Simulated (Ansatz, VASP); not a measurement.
**Na3Zn2N: VASP beside Ansatz**

INCAR

```
ALGO     = Normal         # electronic algorithm
EDIFF    = 1E-6           # SCF threshold, eV
ENCUT    = 520            # plane-wave cutoff, eV
GGA      = PE             # functional
ISIF     = 2              # what is computed and relaxed
ISMEAR   = 0              # smearing method
ISPIN    = 2              # spin polarisation
LASPH    = True           # aspherical terms in the spheres
LCHARG   = False          # write CHGCAR
LORBIT   = 11             # projections on sites
LREAL    = False          # projectors in reciprocal space
LWAVE    = False          # write WAVECAR
MAGMOM   = 0 0 0 0 0 1    # initial moments
NBANDS   = 38             # bands
NELM     = 150            # most SCF steps
PREC     = Accurate       # precision mode
SIGMA    = 0.1            # smearing width, eV
```

File KPOINTS:

```
k-points
0
Gamma
  4 4 4
```

Contents of POSCAR:

```
Na3Zn2N
1.0
    5.8918759875      0.0000000000      0.0000000000
    0.0000000000      5.8918759875      0.0000000000
    0.0000000000      0.0000000000      4.5576982903
Na Zn N
3 2 1
Direct
    0.0000000000      0.5000000000      0.5000000000
    0.5000000000      0.0000000000      0.5000000000
    0.5000000000      0.5000000000      0.5000000000
    0.0000000000      0.0000000000      0.2472819683
    0.0000000000      0.0000000000      0.7527180317
    0.5000000000      0.5000000000      0.0000000000
```

Input for Ansatz:

```yaml
crystal:
  lattice:
    - [5.8918759875, 0.0, 0.0]
    - [0.0, 5.8918759875, 0.0]
    - [0.0, 0.0, 4.5576982903]
  atoms:
    - { symbol: Na, position: [0.0, 0.5, 0.5] }
    - { symbol: Na, position: [0.5, 0.0, 0.5] }
    - { symbol: Na, position: [0.5, 0.5, 0.5] }
    - { symbol: Zn, position: [0.0, 0.0, 0.2472819683] }
    - { symbol: Zn, position: [0.0, 0.0, 0.7527180317] }
    - { symbol: "N", position: [0.5, 0.5, 0.0], spin: 1.0 }
basis:
  ecutwfc: 420
kpoints:
  mp_grid: { grid: [4, 4, 4] }
hamiltonian:
  xc: pbe
scf:
  occupations: { method: gaussian, width: 0.1 }
  lower_state_search: "off"
output:
  forces: true
  stress: true
  eigenvalues: true
  populations: true
magnetization:
  spin_polarized: true
```

Alike in both runs: task single point; functional PBE; k mesh 4 × 4 × 4; occupations gaussian, width 0.1 eV; collinear spin.

|  | VASP | Ansatz |
| --- | --- | --- |
| version | VASP 6.6.1 | Ansatz 0.2.0 |
| potentials or method | VASP PAW PBE potentials, release 64 (Na_pv, Zn, N), cutoff 520 eV | scalar-relativistic, plane waves, PAW |
| valence electrons in the cell | 50 | 56 |

|  | VASP | Ansatz | Ansatz less VASP |
| --- | --- | --- | --- |
| gap on the k mesh at the Fermi level (eV) | none | none | - |
| pressure (GPa) | 0.0 | 1.0 | +0.93 |
| traceless stress, the component that is largest in VASP (GPa) | 0.22 | 0.37 | +0.146 |
| rms of the force components (eV/Å) | 0.002 | 0.044 | +0.0418 |
| net moment per atom (μB) | 0.00 | 0.23 | +0.225 |
| size of the moment on the site where the two differ most (μB) | 0.00 | 1.21 | +1.203 |

The net moments are unlike, so the other rows may belong to different states. Site moments also hang on the region over which each program counts them. Atom by atom the forces differ by 0.045 eV/Å (rms over components). A gap of «none» marks a metal or a gap that the smearing closes. VASP's potentials hold 50 valence electrons a cell and Ansatz's 56, so a difference there can come from the potentials and not from the codes.
